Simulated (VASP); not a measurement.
# AlFe (Pm-3m) in VASP: relaxation of cell and atoms with PBEsol

Aim: the relaxation of cell and atoms of AlFe with PBEsol.

Program: VASP 6.6.1. These are calculated values, not measurements. Logs are shortened: lines on timing, memory, paths and dates and some standing lists are left out, and cuts for length are marked.

### 1 The cell of the first run

Symmetry: Pm-3m, No. 221, cubic system. The conventional cell has a = 2.843 Å, b = 2.843 Å, c = 2.843 Å, α = 90.00°, β = 90.00°, γ = 90.00°. Within 3.3 Å of Al (site symmetry m-3m) lie 8 Fe at 2.46 Å and 6 Al at 2.84 Å. Fe (site symmetry m-3m) has 8 Al at 2.46 Å and 6 Fe at 2.84 Å within 3.3 Å.

### 2 Relaxation of cell and atoms, PBEsol, collinear spin, ferromagnetic start

Contents of INCAR:

```
SYSTEM = AlFe
  PREC = Accurate
  ENCUT = 600
  EDIFF = 1E-6
  ISMEAR = 0
  SIGMA = 0.1
  LREAL = .False.
  LASPH = .True.
  NELM = 150
  ALGO = Fast
  ISIF = 3
  LWAVE = .False.
  LCHARG = .False.
  ISPIN = 2
  MAGMOM = 0 0.79
  LORBIT = 11
  LMAXMIX = 4
  GGA = PS
  IBRION = 2
  NSW = 100
  EDIFFG = -0.005
```

Contents of KPOINTS:

```
Automatic mesh
0
Gamma
  14 14 14
  0 0 0
```

Contents of POSCAR:

```
AlFe
1.0
    2.8432579139      0.0000000000      0.0000000000
    0.0000000000      2.8432579139      0.0000000000
    0.0000000000      0.0000000000      2.8432579139
Al Fe
1 1
Direct
    0.0000000000      0.0000000000      0.0000000000
    0.5000000000      0.5000000000      0.5000000000
```

Potentials or basis: VASP PAW PBE potentials, release 64 (Al, Fe).

The run is started by

```sh
> cat potpaw_PBE.64/Al/POTCAR potpaw_PBE.64/Fe/POTCAR > POTCAR
> mpirun -np 1 vasp_std > vasp.out
```

OUTCAR:

```text
SYSTEM = AlFe
   PREC = Accurate
   ENCUT = 600
   EDIFF = 1E-6
   ISMEAR = 0
   LREAL = .False.
   LASPH = .True.
   NELM = 150
   ISIF = 3
   ISPIN = 2
   LORBIT = 11
   GGA = PS
   IBRION = 2
   NSW = 100
   EDIFFG = -0.005

 ion  position               nearest neighbor table
   1  0.000  0.000  0.000-   2 2.46   2 2.46   2 2.46   2 2.46   2 2.46   2 2.46   2 2.46   2 2.46

   2  0.500  0.500  0.500-   1 2.46   1 2.46   1 2.46   1 2.46   1 2.46   1 2.46   1 2.46   1 2.46

  LATTYP: Found a simple cubic cell.
 ALAT       =     2.8432579139

  Lattice vectors:

 A1 = (   2.8432579139,   0.0000000000,   0.0000000000)
 A2 = (   0.0000000000,   2.8432579139,   0.0000000000)
 A3 = (   0.0000000000,   0.0000000000,   2.8432579139)

Analysis of symmetry for initial positions (statically):
=====================================================================
 Subroutine PRICEL returns:
 Original cell was already a primitive cell.

 Routine SETGRP: Setting up the symmetry group for a
 simple cubic supercell.

 Subroutine GETGRP returns: Found 48 space group operations
 (whereof 48 operations were pure point group operations)
 out of a pool of 48 trial point group operations.

The static configuration has the point symmetry O_h .

Analysis of symmetry for dynamics (positions and initial velocities):
=====================================================================
 Subroutine PRICEL returns:
 Original cell was already a primitive cell.

 Routine SETGRP: Setting up the symmetry group for a
 simple cubic supercell.

 Subroutine GETGRP returns: Found 48 space group operations
 (whereof 48 operations were pure point group operations)
 out of a pool of 48 trial point group operations.

The dynamic configuration has the point symmetry O_h .

Analysis of structural, dynamic, and magnetic symmetry:
=====================================================================
 Subroutine PRICEL returns:
 Original cell was already a primitive cell.

 Routine SETGRP: Setting up the symmetry group for a
 simple cubic supercell.

 Subroutine GETGRP returns: Found 48 space group operations
 (whereof 48 operations were pure point group operations)
 out of a pool of 48 trial point group operations.

The overall configuration has the point symmetry O_h .

 Subroutine INISYM returns: Found 48 space group operations
 (whereof 48 operations are pure point group operations),
 and found     1 'primitive' translations

----------------------------------------------------------------------------------------

                                     Primitive cell
[... 118 lines left out ...]
   AEXX    =    0.0000 exact exchange contribution
   IVDW    =     0    specifies the selected vdW correction
   LEPSILON=     F    determine dielectric tensor
   LRPA    =     F    only Hartree local field effects (RPA)
 conjugate gradient relaxation of ions
 spin polarized calculation
 RMM-DIIS sequential band-by-band and
 Gauss-broadening in eV      SIGMA  =   0.10
  energy-cutoff  :      600.00
  volume of cell :       22.99
 maximum number of plane-waves:       784
 NGX is ok and might be reduce to    24
   NGX = 11   NGY = 11   NGZ = 11

--------------------------------------- Ionic step        1  -------------------------------------------

 number of electron      11.0000004 magnetization       0.6544763

 Free energy of the ion-electron system (eV)
  ---------------------------------------------------
  ext. energy  EPLUGINS =         0.00000000
  ---------------------------------------------------
  free energy    TOTEN  =       -13.73560712 eV

  energy without entropy =      -13.72516933  energy(sigma->0) =      -13.73038823

------------------------ aborting loop because EDIFF is reached ----------------------------------------

  FORCE on cell =-STRESS in cart. coord.  units (eV):
  Direction    XX          YY          ZZ          XY          YZ          ZX
  --------------------------------------------------------------------------------------
  -------------------------------------------------------------------------------------
  Total        0.1103650      0.1103650      0.1103650      0.0000000     -0.0000000     -0.0000000
  in kB        7.6929540      7.6929540      7.6929540      0.0000000     -0.0000000     -0.0000000
  external PRESSURE =       7.6929540 kB  Pullay stress =       0.0000000 kB
[... 131 lines left out ...]
--------------------------------------- Ionic step        5  -------------------------------------------

 number of electron      11.0000003 magnetization       0.6574005

 Free energy of the ion-electron system (eV)
  ---------------------------------------------------
  ext. energy  EPLUGINS =         0.00000000
  ---------------------------------------------------
  free energy    TOTEN  =       -13.73570563 eV

  energy without entropy =      -13.72520752  energy(sigma->0) =      -13.73045657

 E-fermi :   8.1959     XC(G=0): -12.4017

 val. band max:        8.1924933027   @ k =   0.1429   0.1429   0.1429
 cond. band min:       8.2051564985   @ k =   0.4286   0.3571   0.3571
 fundamental gap:      0.0126631957
 Fermi energy:         8.1958671408

 spin component 1

 k-point     1 :       0.0000    0.0000    0.0000
  band No.  band energies     occupation
      1      -2.3726      1.00000
      2       5.5805      1.00000
      3       5.5805      1.00000
      4       7.8884      0.99999
      5       7.8884      0.99999
      6       7.8884      0.99999
      7      14.7385      0.00000
      8      14.7385      0.00000
      9      14.7385      0.00000
[... 265 lines left out ...]
 k-point    24 :       0.3571    0.2143    0.0000
  band No.  band energies     occupation
      1       0.7285      1.00000
      2       4.5476      1.00000
      3       6.0916      1.00000
      4       6.7972      1.00000
      5       7.1374      1.00000
      6       7.6125      1.00000
      7       9.6383      0.00000
      8      13.4445      0.00000
      9      17.2473      0.00000

 [... further k-points ...]

 spin component 2

 k-point     1 :       0.0000    0.0000    0.0000
  band No.  band energies     occupation
      1      -2.3499      1.00000
      2       5.9346      1.00000
      3       5.9346      1.00000
      4       8.6484      0.00000
      5       8.6484      0.00000
      6       8.6484      0.00000
      7      14.7804      0.00000
      8      14.7804      0.00000
      9      14.7804      0.00000
[... 305 lines left out ...]
  FREE ENERGIE OF THE ION-ELECTRON SYSTEM (eV)
  ---------------------------------------------------
  free  energy   TOTEN  =       -13.7357056271 eV

  energy  without entropy=      -13.7252075196  energy(sigma->0) =      -13.73045657

 reached required accuracy - stopping structural energy minimisation

 total charge

# of ion       s       p       d       tot
------------------------------------------
    1        0.403   0.450   0.000   0.853
    2        0.446   0.527   6.520   7.493
--------------------------------------------------
tot          0.849   0.977   6.520   8.346

 magnetization (x)

# of ion       s       p       d       tot
------------------------------------------
    1       -0.007  -0.014   0.000  -0.021
    2       -0.001   0.007   0.683   0.689
--------------------------------------------------
tot         -0.008  -0.007   0.683   0.668
```

CONTCAR:

```text
AlFe
   1.00000000000000
     2.8459494445548432    0.0000000000000000   -0.0000000000000000
     0.0000000000000000    2.8459494445548432   -0.0000000000000000
     0.0000000000000000   -0.0000000000000000    2.8459494445548432
  Al              Fe
     1     1
Direct
     0.0000000000000000    0.0000000000000000    0.0000000000000000
     0.5000000000000000    0.5000000000000000    0.5000000000000000

  0.00000000E+00  0.00000000E+00  0.00000000E+00
  0.00000000E+00  0.00000000E+00  0.00000000E+00
```

It took 57 s on 1 thread of AMD EPYC 9R45 (Zen 5), shared host; peak memory 0.17 GiB.

Results:

```yaml
Free_energy: -13.7357 eV
Relaxed_volume: 11.53 Å³/atom
Relaxed_cell: a = 2.846 Å, b = 2.846 Å, c = 2.846 Å, α = 90.00°, β = 90.00°, γ = 90.00°
Space_group_after_relaxing_to_0.05_Å: Pm-3m (No. 221)
Energy_gained_by_relaxing: 0.0 meV/atom
Ionic_steps: 5
Pressure_after_relaxing: 0.0 GPa
Net_moment: 0.66 μB per cell
Site_moments: Al -0.02; Fe +0.69 μB
Valence_electrons_inside_the_program's_atomic_spheres: Al 0.85; Fe 7.49
```

Final structure:
```
Al Fe
1.0
     2.84595    0.00000    0.00000
     0.00000    2.84595    0.00000
     0.00000    0.00000    2.84595
Al Fe
1 1
Direct
  0.00000 0.00000 0.00000
  0.50000 0.50000 0.50000
```

Caveat: the PAW data sets were made with another functional, which shifts forces and pressure a little.
